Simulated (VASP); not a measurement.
The system is PbSe (wurtzite type).

```xyz
4
Lattice="4.5559 0.0000 0.0000 -2.2779 3.9455 0.0000 0.0000 0.0000 7.4260" Properties=species:S:1:pos:R:3 pbc="T T T"
Pb    0.0000    2.6303    0.0000
Pb    2.2779    1.3152    3.7130
Se    0.0000    2.6303    2.7922
Se    2.2779    1.3152    6.5052
```

- Program: VASP 6.6.1
- Task: relaxation of cell and atoms
- Functional: PBE
- Potentials or basis: VASP PAW PBE potentials, release 64 (Pb_d, Se)
- Cutoff: 600 eV
- k mesh: 8 × 8 × 5
- Occupations: fermi-dirac, width 0.08 eV
- Spin: no spin polarisation

At the start: pressure 9.1 GPa; volume 33.37 Å³/atom.

Problem. How do energy, volume and symmetry change on relaxing?

Solution. Over 64 steps the energy falls by 232.2 meV/atom and the volume is 36.77 Å³/atom (+10.2 %); space group P6_3mc (No. 186, to 0.1 Å) before, P6_3/mmc (No. 194, to 0.1 Å).

The path:
```csv
step,energy change (eV),largest force (eV/Å),pressure (GPa),volume (Å³)
1,0.0000,0.0739,9.10,133.48
3,-0.6922,0.0173,0.05,161.85
5,-0.6944,0.0417,-0.06,162.41
7,-0.6990,0.3073,0.11,161.81
9,-0.7022,0.2036,0.02,162.07
11,-0.7139,0.2321,-0.02,162.03
13,-0.7519,0.4367,-0.22,161.16
15,-0.7357,0.5534,-0.10,160.95
17,-0.7436,0.5436,-0.19,160.90
19,-0.7638,0.5201,-0.56,160.48
21,-0.8117,0.3606,-0.69,159.06
23,-0.8959,0.0285,-0.67,152.75
25,-0.9107,0.0035,-0.14,149.49
27,-0.9161,0.0363,0.43,146.69
29,-0.9223,0.0616,0.23,147.25
31,-0.9239,0.0359,-0.11,148.46
33,-0.9246,0.0261,-0.03,148.03
35,-0.9247,0.0239,0.00,147.87
37,-0.9260,0.0249,0.11,147.18
39,-0.9264,0.0272,0.21,146.64
41,-0.9274,0.0197,0.09,147.00
43,-0.9278,0.0148,-0.03,147.38
45,-0.9284,0.0050,-0.07,147.45
47,-0.9285,0.0055,0.00,147.11
49,-0.9286,0.0053,0.03,146.98
51,-0.9286,0.0056,0.04,146.95
53,-0.9286,0.0053,-0.01,147.13
55,-0.9287,0.0040,-0.03,147.18
57,-0.9287,0.0028,-0.03,147.17
59,-0.9287,0.0033,0.01,147.03
61,-0.9288,0.0025,0.03,146.92
63,-0.9288,0.0021,0.03,146.94
64,-0.9288,0.0016,-0.01,147.08
```

Final structure:
```yaml
crystal:
  lattice:
    - [5.21780, 0.00000, 0.00000]
    - [-2.60890, 4.51875, 0.00000]
    - [0.00000, 0.00000, 6.23790]
  atoms:
    - { symbol: Pb, position: [0.33333, 0.66667, 0.93929] }
    - { symbol: Pb, position: [0.66667, 0.33333, 0.43929] }
    - { symbol: Se, position: [0.33333, 0.66667, 0.43671] }
    - { symbol: Se, position: [0.66667, 0.33333, 0.93671] }
```

Caveat: a cell axis changed by over 15 % at a fixed basis, so the end point is rough.
